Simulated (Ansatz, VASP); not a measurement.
Given: the input of a run of VASP 6.6.1 on Ti.

The input POSCAR:

```
Ti
1.0
    0.0000000000      2.0025642044      2.0025642044
    2.0025642044      0.0000000000      2.0025642044
    2.0025642044      2.0025642044      0.0000000000
Ti
1
Direct
    0.0000000000      0.0000000000      0.0000000000
```

File INCAR.step1:

```
SYSTEM = Ti
PREC = Accurate ; ENCUT = 520
ISMEAR = -1 ; SIGMA = 0.05
LREAL = .FALSE. ; LASPH = .TRUE.
NELM = 80 ; NBANDS = 12
GGA = PE ; ALGO = Normal
EDIFF = 1E-4 ; LWAVE = .TRUE.
LCHARG = .FALSE.
```

File INCAR.step2:

```
SYSTEM = Ti
PREC = Accurate ; ENCUT = 520
EDIFF = 1E-7 ; ISMEAR = -1
SIGMA = 0.05 ; LREAL = .FALSE.
LASPH = .TRUE. ; NELM = 80
ALGO = Normal ; ISIF = 2
LWAVE = .FALSE. ; LCHARG = .TRUE.
METAGGA = R2SCAN ; LMIXTAU = .TRUE.
LELF = .TRUE. ; LVHAR = .TRUE.
NBANDS = 12 ; ISTART = 1
```

File KPOINTS:

```
Automatic mesh
0
G
  11 11 11
  0 0 0
```

Potentials or basis: VASP PAW PBE potentials, release 64 (Ti_sv).

Command:

```bash
$ cat potpaw_PBE.64/Ti_sv/POTCAR > POTCAR
$ cp INCAR.step1 INCAR
$ mpirun -np 1 vasp_std > vasp.out
$ cp INCAR.step2 INCAR
$ mpirun -np 1 vasp_std > vasp.out
```

Task: Translate it to Ansatz 0.2.0. Potentials there: Ansatz PAW.

Result: As run (the cutoff follows the program's own potentials):

input.yaml

```yaml
crystal:
  lattice:
    - [0.0, 2.0025642044, 2.0025642044]
    - [2.0025642044, 0.0, 2.0025642044]
    - [2.0025642044, 2.0025642044, 0.0]
  atoms:
    - { symbol: Ti, position: [0.0, 0.0, 0.0] }
hamiltonian:
  xc: r2scan
  pseudopotentials: { kind: paw }
kpoints:
  mp_grid: { grid: [11, 11, 11] }
scf:
  occupations: { method: fermi_dirac, width: 0.05 }
output:
  forces: true
  stress: true
  eigenvalues: true
```

Potentials or basis: Ansatz PAW.

Command:

```console
$ ansatz run input.yaml --threads 2 --pin off --max-ram 5632MiB --backend cpu --events-out ev --progress --plain --runs-dir out
```

Both were run:

|  | VASP | Ansatz | Ansatz less VASP |
| --- | --- | --- | --- |
| gap on the k mesh at the Fermi level (eV) | none | none | - |
| pressure (GPa) | 10.0 | 9.6 | -0.49 |

VASP's potentials were made for PBE, not for r2SCAN. A gap of «none» marks a metal or a gap that the smearing closes. The functional is the same, so the differences come from potentials, cutoffs and numerics.
